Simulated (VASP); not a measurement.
Set up this calculation in VASP 6.6.1, as the native input.

```
Task                   : single point
Functional             : LDA
Potentials or basis    : VASP PAW LDA potentials, release 64 (La, Mg)
Cutoff                 : 520 eV
k mesh                 : 4 × 4 × 4
Occupations            : methfessel-paxton, width 0.05 eV
Spin                   : no spin polarisation
Dipole correction      : no
Further INCAR settings : ALGO = Normal; EDIFF = 1e-06; NBANDS = 38
```

The structure of La5Mg lies in POSCAR:

```
La5Mg
1.0
    6.5980382909      0.0000000000      0.0000000000
   -3.2990186325      5.7140686192      0.0000000000
    0.0000000000      0.0000000000      5.9772133977
La Mg
5 1
Direct
    0.3333333333      0.6666666667      0.5000000000
    0.0000000000      0.6884840000      0.0000000000
    0.6884840000      0.0000000000      0.0000000000
    0.3115160000      0.3115160000      0.0000000000
    0.6666666667      0.3333333333      0.5000000000
    0.0000000000      0.0000000000      0.5000000000
```

These files were run (other wordings do the same):

INCAR

```
PREC = Accurate
ENCUT = 520
EDIFF = 1E-6
ISMEAR = 1
SIGMA = 0.05
LREAL = F
LASPH = T
NELM = 100
ALGO = Normal
ISIF = 2
LWAVE = F
LCHARG = F
GGA = CA
NBANDS = 38
```

KPOINTS

```
regular mesh
0
Gamma
  4 4 4
```

Potentials or basis: VASP PAW LDA potentials, release 64 (La, Mg).

Launch:

```sh
$ cat potpaw_LDA.64/La/POTCAR potpaw_LDA.64/Mg/POTCAR > POTCAR
$ mpirun -np 1 vasp_std > vasp.out
```

It gave:

- Pressure: -4.8 GPa
- Largest force: 0.034 eV/Å
- Band gap on the k mesh: zero (an odd number of electrons rules out a gap without spin polarisation)

Caveat: the cell stands under tension; spin-orbit coupling is left out, which moves the levels of the heavy elements.

Wall time 2.8 min on 1 thread of Intel(R) Xeon(R) Platinum 8488C (Sapphire Rapids) (shared host), peak memory 0.31 GiB.
